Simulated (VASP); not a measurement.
A run of VASP 6.6.1:

The input INCAR:

```
SYSTEM = K7NaMgCl10
PREC     = Accurate       ! precision mode
ENCUT    = 520            ! plane-wave cutoff, eV
EDIFF    = 1E-7           ! SCF threshold, eV
ISMEAR   = -1             ! smearing method
SIGMA    = 0.1379         ! smearing width, eV
LREAL    = Auto         
LASPH    = .TRUE.         ! aspherical terms in the spheres
NELM     = 100            ! most SCF steps
ALGO     = Normal         ! electronic algorithm
ISIF     = 2              ! what is computed and relaxed
LWAVE    = .FALSE.        ! write WAVECAR
LCHARG   = .FALSE.        ! write CHGCAR
GGA      = PE             ! functional
NBANDS   = 86             ! bands
ISYM     = 0
```

Contents of KPOINTS:

```
Automatic mesh
0
G
  1 1 1
  0 0 0
```

The input POSCAR:

```
K7NaMgCl10
1.0
    8.9716240000      0.2219080000     -0.0252420000
    0.2219080000      8.8394450000     -0.1974920000
   -0.0252420000     -0.1974920000      8.4038290000
Mg Cl K Na
1 10 7 1
Direct
    0.4125975529      0.7151003923      0.2881548868
    0.2367840081      0.9517610463      0.7858125260
    0.7261589213      0.0776273910      0.7315563527
    0.6543116890      0.6944072361      0.2709758861
    0.4693705422      0.2302266997      0.1644943969
    0.0176835053      1.1218606341      0.2586407776
    0.3826876048     -0.0724800172      0.4473260435
    0.8717856165      0.7470876539      0.6099154858
    0.8639721898      0.5329267854     -0.0320754786
    1.0847889347      0.4012769028      0.6076775504
    0.2611581123      0.6186437478      0.0761978075
    0.1297025393      0.3165824948     -0.0465255229
    0.5751102720      0.3709383347      0.8739522528
    0.7364470691      1.0204067118      0.4049050212
    0.4427629915      0.9298389344      0.0309317306
    0.8397520648      0.4017918457      0.3274543898
    0.3062722182      0.3645864179      0.3957620775
    0.9572395856      0.8936932448     -0.0712970352
    0.0274098279     -0.0004083171      0.5709556013
```

Potentials or basis: VASP PAW PBE potentials, release 64 (Mg, Cl, K_sv, Na_pv).

Command:

```console
$ cat potpaw_PBE.64/Mg/POTCAR potpaw_PBE.64/Cl/POTCAR potpaw_PBE.64/K_sv/POTCAR potpaw_PBE.64/Na_pv/POTCAR > POTCAR
$ mpirun -np 1 vasp_gam > vasp.out
```

Hardware: 1 thread of Intel(R) Xeon(R) Platinum 8488C (Sapphire Rapids), with other jobs on the host.

Q: Estimate the wall time of this run.

A: Wall time 110 s on 1 thread of Intel(R) Xeon(R) Platinum 8488C (Sapphire Rapids), with other jobs on the host, peak memory 0.61 GiB. Counts: scf iterations 20, k points 1.
